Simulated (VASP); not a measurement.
# Cu (Fm-3m) in VASP: settings compared

Cu is run at these levels: LDA, r2SCAN0, BLYP+D3(BJ), r2SCAN+rVV10; tasks: single point.

Program: VASP 6.6.1. These are calculated values, not measurements. Logs are shortened: lines on timing, memory, paths and dates and some standing lists are left out, and cuts for length are marked.

### Step 1. The cell of the first run

It takes space group Fm-3m (No. 225, cubic). The conventional cell has a = 3.686 Å, b = 3.686 Å, c = 3.686 Å, α = 90.00°, β = 90.00°, γ = 90.00°. Cu (site symmetry m-3m) has 12 Cu at 2.61 Å within 3.4 Å.

### Step 2. Single point, LDA

File INCAR:

```
PREC     = Accurate       # precision mode
ENCUT    = 820            # plane-wave cutoff, eV
EDIFF    = 1E-6           # SCF threshold, eV
ISMEAR   = -1             # smearing method
SIGMA    = 0.05           # smearing width, eV
LREAL    = F              # projectors in reciprocal space
LASPH    = T              # aspherical terms in the spheres
NELM     = 120            # most SCF steps
ALGO     = Normal         # electronic algorithm
ISIF     = 2              # what is computed and relaxed
LWAVE    = F              # write WAVECAR
LCHARG   = F              # write CHGCAR
NBANDS   = 16             # bands
GGA_COMPAT= F
```

File KPOINTS:

```
Automatic mesh
0
Gamma
  13 13 13
```

File POSCAR:

```
Cu
1.0
    0.0000000000      1.8429501765      1.8429501765
    1.8429501765      0.0000000000      1.8429501765
    1.8429501765      1.8429501765      0.0000000000
Cu
1
Direct
    0.0000000000      0.0000000000      0.0000000000
```

Potentials or basis: VASP PAW LDA potentials, release 64 (Cu_sv_GW).

Launch:

```sh
> cat potpaw_LDA.64/Cu_sv_GW/POTCAR > POTCAR
> mpirun -np 1 vasp_std > vasp.out
```

OUTCAR:

```text
PREC = Accurate
   ENCUT = 820
   EDIFF = 1E-6
   ISMEAR = -1
   LREAL = F
   LASPH = T
   NELM = 120
   ISIF = 2

 ion  position               nearest neighbor table
   1  0.000  0.000  0.000-

  LATTYP: Found a face centered cubic cell.
 ALAT       =     3.6859003530

  Lattice vectors:

 A1 = (   0.0000000000,   1.8429501765,   1.8429501765)
 A2 = (   1.8429501765,   0.0000000000,   1.8429501765)
 A3 = (   1.8429501765,   1.8429501765,   0.0000000000)

Analysis of symmetry for initial positions (statically):
=====================================================================
 Subroutine PRICEL returns:
 Original cell was already a primitive cell.

 Routine SETGRP: Setting up the symmetry group for a
 face centered cubic supercell.

 Subroutine GETGRP returns: Found 48 space group operations
 (whereof 48 operations were pure point group operations)
 out of a pool of 48 trial point group operations.

The static configuration has the point symmetry O_h .

Analysis of symmetry for dynamics (positions and initial velocities):
=====================================================================
 Subroutine PRICEL returns:
 Original cell was already a primitive cell.

 Routine SETGRP: Setting up the symmetry group for a
 face centered cubic supercell.

 Subroutine GETGRP returns: Found 48 space group operations
 (whereof 48 operations were pure point group operations)
 out of a pool of 48 trial point group operations.

The dynamic configuration has the point symmetry O_h .

 Subroutine INISYM returns: Found 48 space group operations
 (whereof 48 operations are pure point group operations),
 and found     1 'primitive' translations

----------------------------------------------------------------------------------------

                                     Primitive cell

  volume of cell :      12.5190

  direct lattice vectors                    reciprocal lattice vectors
     0.000000000  1.842950177  1.842950177    -0.271304133  0.271304133  0.271304133
     1.842950177  0.000000000  1.842950177     0.271304133 -0.271304133  0.271304133
     1.842950177  1.842950177  0.000000000     0.271304133  0.271304133 -0.271304133

  length of vectors
     2.606325134  2.606325134  2.606325134     0.469912543  0.469912543  0.469912543

  position of ions in fractional coordinates (direct lattice)
     0.000000000  0.000000000  0.000000000

  ion indices of the primitive-cell ions
   primitive index   ion index
                 1           1

----------------------------------------------------------------------------------------

 KPOINTS: Automatic mesh

Automatic generation of k-mesh.
 Grid dimensions read from file:
 generate k-points for:   13   13   13

 Generating k-lattice:

  Cartesian coordinates                     Fractional coordinates (reciprocal lattice)
    -0.020869549  0.020869549  0.020869549     0.076923077  0.000000000  0.000000000
     0.020869549 -0.020869549  0.020869549     0.000000000  0.076923077  0.000000000
     0.020869549  0.020869549 -0.020869549     0.000000000  0.000000000  0.076923077

  Length of vectors
     0.036147119  0.036147119  0.036147119

  Shift w.r.t. Gamma in fractional coordinates (k-lattice)
     0.000000000  0.000000000  0.000000000

 Subroutine IBZKPT returns following result:
 ===========================================

 Found     84 irreducible k-points:

 Following reciprocal coordinates:
            Coordinates               Weight
  0.000000  0.000000  0.000000      1.000000
  0.076923  0.000000  0.000000      8.000000
  0.153846  0.000000  0.000000      8.000000
  0.230769  0.000000  0.000000      8.000000
  0.307692  0.000000  0.000000      8.000000
  0.384615  0.000000  0.000000      8.000000
[... 16 lines left out ...]
  0.384615  0.153846  0.000000     24.000000
  0.461538  0.153846  0.000000     24.000000
 [... further k-points ...]
   k-points           NKPTS =     84   k-points in BZ     NKDIM =     84   number of bands    NBANDS=     16
   number of dos      NEDOS =    301   number of ions     NIONS =      1
   total plane-waves  NPLWV =  13824
   dimension x,y,z NGX =    24 NGY =   24 NGZ =   24
   dimension x,y,z NGXF=    48 NGYF=   48 NGZF=   48
   ions per type =               1
   NGX,Y,Z   is equivalent  to a cutoff of  15.31, 15.31, 15.31 a.u.
   NGXF,Y,Z  is equivalent  to a cutoff of  30.62, 30.62, 30.62 a.u.
 SYSTEM =  unknown system
   PREC   = accura    normal or accurate (medium, high low for compatibility)
   ISTART =      0    job   : 0-new  1-cont  2-samecut
   ICHARG =      2    charge: 1-file 2-atom 10-const
   ISPIN  =      1    spin polarized calculation?
   LNONCOLLINEAR =      F non collinear calculations
   LSORBIT =      F    spin-orbit coupling
   LASPH  =      T    aspherical Exc in radial PAW
   ENCUT  =  820.0 eV  60.27 Ry    7.76 a.u.   6.09  6.09  6.09*2*pi/ulx,y,z
   NELM   =    120;   NELMIN=  2; NELMDL= -5     # of ELM steps
   EDIFF  = 0.1E-05   stopping-criterion for ELM
   LREAL  =      F    real-space projection
[... 7 lines left out ...]
   TEBEG  =    0.0;   TEEND  =   0.0 temperature during run
   PSTRESS=    0.0 pullay stress
   NELECT =      19.0000    total number of electrons
   NUPDOWN=      -1.0000    fix difference up-down
   EMIN   =  10.00;   EMAX   =-10.00  energy-range for DOS
   EFERMI =   0.00;   METHOD = LEGACY
   ISMEAR =    -1;   SIGMA  =   0.05  broadening in eV -4-tet -1-fermi 0-gaus
   EFERMI_NEDOS =   21; number of points for ismear=-14 and -15
   IALGO  =     38    algorithm
   IMIX   =      4    mixing-type and parameters
     AMIX     =   0.40;   BMIX     =  1.00
     AMIX_MAG =   1.60;   BMIX_MAG =  1.00
  volume/ion in A,a.u.               =      12.52        84.48
  Fermi-wavevector in a.u.,A,eV,Ry     =   1.881348  3.555232 48.157410  3.539470
  Thomas-Fermi vector in A             =   2.924748
   LORBIT       =      0    0 simple, 1 ext, 2 COOP (PROOUT), +10 PAW based schemes
   GGA     = CA    functional components
   LHFCALC =     F    Hartree Fock is set to
   AEXX    =    0.0000 exact exchange contribution
   IVDW    =     0    specifies the selected vdW correction
   LEPSILON=     F    determine dielectric tensor
   LRPA    =     F    only Hartree local field effects (RPA)
 non-spin polarized calculation
  energy-cutoff  :      820.00
  volume of cell :       12.52
 maximum number of plane-waves:       684
   NGX = 13   NGY = 13   NGZ = 13

 number of electron      18.9999999 magnetization

 Free energy of the ion-electron system (eV)
  ---------------------------------------------------
  ext. energy  EPLUGINS =         0.00000000
  ---------------------------------------------------
  free energy    TOTEN  =        -4.75919055 eV

  energy without entropy =       -4.75649151  energy(sigma->0) =       -4.75784103

 E-fermi :   6.6464     XC(G=0): -13.4456

 val. band max:        6.4557852548   @ k =   0.4615   0.2308   0.0000
 cond. band min:       6.6540635725   @ k =   0.4615   0.3077   0.0000
 fundamental gap:      0.1982783178
 Fermi energy:         6.6463877448

 k-point     1 :       0.0000    0.0000    0.0000
  band No.  band energies     occupation
      1    -104.8722      2.00000
      2     -62.7837      2.00000
      3     -62.7837      2.00000
      4     -62.7837      2.00000
      5      -2.4737      2.00000
      6       3.6119      2.00000
[... 8 lines left out ...]
     15      33.1738      0.00000
     16      33.1738      0.00000

 k-point     2 :       0.0769    0.0000    0.0000
  band No.  band energies     occupation
      1    -104.8718      2.00000
      2     -62.7894      2.00000
      3     -62.7846      2.00000
      4     -62.7846      2.00000
      5      -2.2671      2.00000
      6       3.5708      2.00000
[... 8 lines left out ...]
     15      34.0815      0.00000
     16      34.0815      0.00000

 k-point     3 :       0.1538    0.0000    0.0000
  band No.  band energies     occupation
      1    -104.8700      2.00000
      2     -62.8033      2.00000
      3     -62.7867      2.00000
      4     -62.7867      2.00000
      5      -1.6609      2.00000
      6       3.4710      2.00000
[... 8 lines left out ...]
     15      35.2302      0.00000
     16      35.6150      0.00000

 k-point     4 :       0.2308    0.0000    0.0000
  band No.  band energies     occupation
      1    -104.8675      2.00000
      2     -62.8229      2.00000
      3     -62.7899      2.00000
      4     -62.7899      2.00000
      5      -0.7089      2.00000
      6       3.3871      2.00000
[... 8 lines left out ...]
     15      34.4062      0.00000
     16      34.4062      0.00000

 k-point     5 :       0.3077    0.0000    0.0000
  band No.  band energies     occupation
      1    -104.8649      2.00000
      2     -62.8440      2.00000
      3     -62.7930      2.00000
      4     -62.7930      2.00000
      5       0.4255      2.00000
      6       3.4923      2.00000
[... 8 lines left out ...]
     15      32.7063      0.00000
     16      32.7063      0.00000

 k-point     6 :       0.3846    0.0000    0.0000
  band No.  band energies     occupation
      1    -104.8628      2.00000
      2     -62.8617      2.00000
      3     -62.7957      2.00000
      4     -62.7957      2.00000
      5       1.3135      2.00000
      6       3.6438      2.00000
[... 8 lines left out ...]
     15      31.4629      0.00000
     16      31.4629      0.00000
[... 267 lines left out ...]
 k-point    21 :       0.2308    0.1538    0.0000
  band No.  band energies     occupation
      1    -104.8675      2.00000
      2     -62.8155      2.00000
      3     -62.7950      2.00000
      4     -62.7944      2.00000
      5      -0.6934      2.00000
      6       3.1891      2.00000
[... 8 lines left out ...]
     15      29.9713      0.00000
     16      37.8470      0.00000

 k-point    22 :       0.3077    0.1538    0.0000
  band No.  band energies     occupation
      1    -104.8651      2.00000
      2     -62.8324      2.00000
      3     -62.7986      2.00000
      4     -62.7980      2.00000
      5       0.2904      2.00000
      6       3.0947      2.00000
[... 8 lines left out ...]
     15      31.9335      0.00000
     16      37.1489      0.00000

 k-point    23 :       0.3846    0.1538    0.0000
  band No.  band energies     occupation
      1    -104.8628      2.00000
      2     -62.8493      2.00000
      3     -62.8025      2.00000
      4     -62.8010      2.00000
      5       1.3127      2.00000
      6       3.1429      2.00000
[... 8 lines left out ...]
     15      34.7271      0.00000
     16      36.4746      0.00000

 k-point    24 :       0.4615    0.1538    0.0000
  band No.  band energies     occupation
      1    -104.8612      2.00000
      2     -62.8616      2.00000
      3     -62.8069      2.00000
      4     -62.8020      2.00000
      5       1.9172      2.00000
      6       3.3082      2.00000
[... 8 lines left out ...]
     15      35.5116      0.00000
     16      35.7943      0.00000

 [... further k-points ...]
[... 5 lines left out ...]
  --------------------------------------------------------------------------------------
  -------------------------------------------------------------------------------------
  Total       -1.5399009     -1.5399009     -1.5399009      0.0000000     -0.0000000      0.0000000
  in kB     -197.0754686   -197.0754686   -197.0754686      0.0000000     -0.0000000      0.0000000
  external PRESSURE =    -197.0754686 kB  Pullay stress =       0.0000000 kB

 VOLUME and BASIS-vectors are now :
 -----------------------------------------------------------------------------
  energy-cutoff  :      820.00
  volume of cell :       12.52
      direct lattice vectors                 reciprocal lattice vectors
     0.000000000  1.842950177  1.842950177    -0.271304133  0.271304133  0.271304133
     1.842950177  0.000000000  1.842950177     0.271304133 -0.271304133  0.271304133
     1.842950177  1.842950177  0.000000000     0.271304133  0.271304133 -0.271304133

 POSITION                                       TOTAL-FORCE (eV/Angst)
 -----------------------------------------------------------------------------------
      0.00000      0.00000      0.00000         0.000000      0.000000     -0.000000
 -----------------------------------------------------------------------------------
    total drift:                               -0.000000      0.000000      0.000000

  FREE ENERGIE OF THE ION-ELECTRON SYSTEM (eV)
  ---------------------------------------------------
  free  energy   TOTEN  =        -4.7591905484 eV

  energy  without entropy=       -4.7564915142  energy(sigma->0) =       -4.75784103
```

Wall time 20 s (1 thread of AMD EPYC 7R13 (Zen 3), shared host); peak memory 0.13 GiB.

Results:

```yaml
Free_energy: -4.7592 eV
Pressure: -19.7 GPa
Band_gap_on_the_k_mesh: zero (an odd number of electrons rules out a gap without spin polarisation)
```

Caveat: the cell stands under tension.

[end of part 1 of 2]

The gap in the log of VASP goes by the Fermi energy; the results here count the filled bands.